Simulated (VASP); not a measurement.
# Zr (P-1) in VASP: notebook

Runs on Zr. Level: revPBE. Tasks: single point.

All numbers are computed with VASP 6.6.1; they aren't measurements. Logs are shortened: lines on timing, memory, paths and dates and some standing lists are left out, and cuts for length are marked.

**1. The cell of the first run**

The typed cell holds 2 atoms: a = 3.285 Å, b = 3.172 Å, c = 5.041 Å, α = 90.91°, β = 87.85°, γ = 121.09°.

**2. Single point, revPBE**

Input file INCAR:

```
SYSTEM = Zr
  PREC = Accurate
  ENCUT = 520
  EDIFF = 1E-6
  ISMEAR = 1
  SIGMA = 0.05
  LREAL = .False.
  LASPH = .True.
  NELM = 80
  ALGO = Normal
  ISIF = 2
  LWAVE = .False.
  LCHARG = .False.
  GGA = RE
  NBANDS = 19
```

Input file KPOINTS:

```
regular mesh
0
Gamma
  7 7 4
  0 0 0
```

Input file POSCAR:

```
Zr
1.0
    3.2846073354      0.0027354257      0.0604289481
   -1.6399376243      2.7151396243     -0.0246088480
    0.0962290815      0.0103027713      5.0402315035
Zr
2
Direct
    0.2858600000      0.6743000000      0.2260400000
    0.6696100000      0.3256300000      0.7467000000
```

Potentials or basis: VASP PAW PBE potentials, release 64 (Zr_sv).

The run is started by

```
$ cat potpaw_PBE.64/Zr_sv/POTCAR > POTCAR
$ mpirun -np 1 vasp_std > vasp.out
```

OUTCAR:

```text
SYSTEM = Zr
   PREC = Accurate
   ENCUT = 520
   EDIFF = 1E-6
   ISMEAR = 1
   LREAL = .False.
   LASPH = .True.
   NELM = 80
   ISIF = 2
   GGA = RE

 ion  position               nearest neighbor table
   1  0.286  0.674  0.226-   2 2.99   2 3.02   2 3.10   2 3.13   2 3.18   2 3.39
   2  0.670  0.326  0.747-   1 2.99   1 3.02   1 3.10   1 3.13   1 3.18   1 3.39

  LATTYP: Found a triclinic cell.
 ALAT       =     3.2851643015
 B/A-ratio  =     0.9655721265
 C/A-ratio  =     1.5345231158
 COS(alpha) =     0.0158759575
 COS(beta)  =     0.0374782496
 COS(gamma) =     0.5163363485

  Lattice vectors:

 A1 = (  -3.2846073354,  -0.0027354257,  -0.0604289481)
 A2 = (  -1.6399376243,   2.7151396243,  -0.0246088480)
 A3 = (  -0.0962290815,  -0.0103027713,  -5.0402315035)

Analysis of symmetry for initial positions (statically):
=====================================================================
 Subroutine PRICEL returns:
 Original cell was already a primitive cell.

 Routine SETGRP: Setting up the symmetry group for a
 triclinic supercell.

 Subroutine GETGRP returns: Found  2 space group operations
 (whereof  1 operations were pure point group operations)
 out of a pool of  2 trial point group operations.

The static configuration has the point symmetry C_1 .
 The point group associated with its full space group is S_2 .

Analysis of symmetry for dynamics (positions and initial velocities):
=====================================================================
 Subroutine PRICEL returns:
 Original cell was already a primitive cell.

 Routine SETGRP: Setting up the symmetry group for a
 triclinic supercell.

 Subroutine GETGRP returns: Found  2 space group operations
 (whereof  1 operations were pure point group operations)
 out of a pool of  2 trial point group operations.

The dynamic configuration has the point symmetry C_1 .
 The point group associated with its full space group is S_2 .

 Subroutine INISYM returns: Found  2 space group operations
 (whereof  1 operations are pure point group operations),
 and found     1 'primitive' translations

----------------------------------------------------------------------------------------

                                     Primitive cell

  volume of cell :      44.9563

  direct lattice vectors                    reciprocal lattice vectors
[... 84 lines left out ...]
   LASPH  =      T    aspherical Exc in radial PAW
   ENCUT  =  520.0 eV  38.22 Ry    6.18 a.u.   6.11  5.90  9.37*2*pi/ulx,y,z
   NELM   =     80;   NELMIN=  2; NELMDL= -5     # of ELM steps
   EDIFF  = 0.1E-05   stopping-criterion for ELM
   LREAL  =      F    real-space projection
   EDIFFG = 0.1E-04   stopping-criterion for IOM
   NSW    =      0    number of steps for IOM
   IBRION =     -1    ionic relax: 0-MD 1-quasi-New 2-CG
   NFREE  =      0    steps in history (QN), initial steepest desc. (CG)
   ISIF   =      2    stress and relaxation
   ISYM   =      2    0-nonsym 1-usesym 2-fastsym
   POTIM  = 0.5000    time-step for ionic-motion
   TEBEG  =    0.0;   TEEND  =   0.0 temperature during run
   PSTRESS=    0.0 pullay stress
   NELECT =      24.0000    total number of electrons
   NUPDOWN=      -1.0000    fix difference up-down
   EMIN   =  10.00;   EMAX   =-10.00  energy-range for DOS
   EFERMI =   0.00;   METHOD = LEGACY
   ISMEAR =     1;   SIGMA  =   0.05  broadening in eV -4-tet -1-fermi 0-gaus
   EFERMI_NEDOS =   21; number of points for ismear=-14 and -15
   IALGO  =     38    algorithm
   IMIX   =      4    mixing-type and parameters
     AMIX     =   0.40;   BMIX     =  1.00
     AMIX_MAG =   1.60;   BMIX_MAG =  1.00
  volume/ion in A,a.u.               =      22.48       151.69
  Fermi-wavevector in a.u.,A,eV,Ry     =   1.328052  2.509655 23.996909  1.763723
  Thomas-Fermi vector in A             =   2.457319
   LORBIT       =      0    0 simple, 1 ext, 2 COOP (PROOUT), +10 PAW based schemes
   GGA     = RE    functional components
   LHFCALC =     F    Hartree Fock is set to
   AEXX    =    0.0000 exact exchange contribution
   IVDW    =     0    specifies the selected vdW correction
   LEPSILON=     F    determine dielectric tensor
   LRPA    =     F    only Hartree local field effects (RPA)
 non-spin polarized calculation
 Methfessel and Paxton  Order N= 1 SIGMA  =   0.05
  energy-cutoff  :      520.00
  volume of cell :       44.96
 maximum number of plane-waves:      1224
   NGX = 13   NGY = 11   NGZ = 19

 number of electron      24.0000000 magnetization

 Free energy of the ion-electron system (eV)
  ---------------------------------------------------
  ext. energy  EPLUGINS =         0.00000000
  ---------------------------------------------------
  free energy    TOTEN  =       -16.24875835 eV

  energy without entropy =      -16.24875055  energy(sigma->0) =      -16.24875575

 E-fermi :   9.4506     XC(G=0): -11.1832

 val. band max:        9.4485509739   @ k =  -0.4286   0.1429   0.5000
 cond. band min:       9.4539926770   @ k =   0.1429  -0.1429   0.2500
 fundamental gap:      0.0054417031
 Fermi energy:         9.4506086652

 k-point     1 :       0.0000    0.0000    0.0000
  band No.  band energies     occupation
      1     -39.3590      2.00000
      2     -39.1561      2.00000
      3     -17.9874      2.00000
      4     -17.0283      2.00000
      5     -16.9458      2.00000
      6     -16.8581      2.00000
[... 505 lines left out ...]
      6     -17.1963      2.00000
[... 11 lines left out ...]
     18      14.5881      0.00000
     19      14.8539      0.00000

 [... further k-points ...]

------------------------ aborting loop because EDIFF is reached ----------------------------------------

  FORCE on cell =-STRESS in cart. coord.  units (eV):
  Direction    XX          YY          ZZ          XY          YZ          ZX
  --------------------------------------------------------------------------------------
  -------------------------------------------------------------------------------------
  Total        1.0296252      2.0483172      2.0870555      0.3638586     -0.1739764     -0.2993333
  in kB       36.6943855     72.9991262     74.3797031     12.9674052     -6.2002728    -10.6678149
  external PRESSURE =      61.3577383 kB  Pullay stress =       0.0000000 kB

 VOLUME and BASIS-vectors are now :
 -----------------------------------------------------------------------------
  energy-cutoff  :      520.00
  volume of cell :       44.96
      direct lattice vectors                 reciprocal lattice vectors
     3.284607335  0.002735426  0.060428948     0.304411157  0.183807505 -0.006187599
    -1.639937624  2.715139624 -0.024608848    -0.000292831  0.368121546 -0.000746889
     0.096229081  0.010302771  5.040231504    -0.003651112 -0.000406380  0.198474124

 POSITION                                       TOTAL-FORCE (eV/Angst)
 -----------------------------------------------------------------------------------
     -0.14512      1.83393      1.13997         0.162448     -0.189714      0.627422
      1.73725      0.89366      3.79599        -0.162448      0.189714     -0.627422
 -----------------------------------------------------------------------------------
    total drift:                               -0.000000     -0.000000     -0.000001

  FREE ENERGIE OF THE ION-ELECTRON SYSTEM (eV)
  ---------------------------------------------------
  free  energy   TOTEN  =       -16.2487583492 eV

  energy  without entropy=      -16.2487505509  energy(sigma->0) =      -16.24875575
```

OSZICAR:

```text
N       E                     dE             d eps       ncg     rms          rms(c)
DAV:   1     0.219683143387E+03    0.21968E+03   -0.13355E+04  3770   0.126E+03
DAV:   2    -0.330078944537E+00   -0.22001E+03   -0.21575E+03  4315   0.371E+02
DAV:   3    -0.164755528334E+02   -0.16145E+02   -0.15981E+02  6892   0.727E+01
DAV:   4    -0.168632227230E+02   -0.38767E+00   -0.38741E+00  4389   0.118E+01
DAV:   5    -0.168746762152E+02   -0.11453E-01   -0.11451E-01  5628   0.139E+00    0.151E+01
DAV:   6    -0.163374231948E+02    0.53725E+00   -0.89355E-01  4067   0.730E+00    0.611E+00
DAV:   7    -0.162399768178E+02    0.97446E-01   -0.55814E-01  5156   0.518E+00    0.108E+00
DAV:   8    -0.162479544617E+02   -0.79776E-02   -0.38459E-02  4967   0.131E+00    0.379E-01
DAV:   9    -0.162488436760E+02   -0.88921E-03   -0.29852E-03  4531   0.556E-01    0.525E-02
DAV:  10    -0.162487637842E+02    0.79892E-04   -0.11248E-04  4585   0.891E-02    0.248E-02
DAV:  11    -0.162487582766E+02    0.55076E-05   -0.14117E-05  4445   0.388E-02    0.238E-03
DAV:  12    -0.162487583492E+02   -0.72620E-07   -0.50715E-07  2384   0.654E-03
   1 F= -.16248758E+02 E0= -.16248756E+02  d E =-.779832E-05
```

Run time: 34 s. Hardware: 1 thread of AMD EPYC 9R45 (Zen 5), shared host; peak memory 0.17 GiB.

What came out:

```
Free energy            : -16.2488 eV
Pressure               : 6.1 GPa
Largest force          : 0.675 eV/Å
Band gap on the k mesh : zero (band 12 reaches 10.14 eV, above the bottom of band 13 at 9.24 eV)
```

Forces on the atoms (eV/Å):
```
Zr   0.162 -0.190  0.627
Zr  -0.162  0.190 -0.627
```

Stress tensor (GPa, compression positive):
```
 3.67  1.30 -1.07
 1.30  7.30 -0.62
-1.07 -0.62  7.44
```

Levels at points of the mesh, in eV from the Fermi level:
| k point | band 10 | band 11 | band 12 | band 13 | band 14 | band 15 |
| --- | --- | --- | --- | --- | --- | --- |
| (0.00, 0.00, 0.00) | -3.13 | 0.47 | 0.69 | 1.22 | 1.22 | 1.53 |
| (0.00, 0.00, 0.50) | -3.90 | -0.35 | 0.36 | 0.41 | 0.55 | 1.08 |

Caveat: the PAW data sets were made with another functional, which shifts forces and pressure a little.

(Continued in part 2 of 2.)
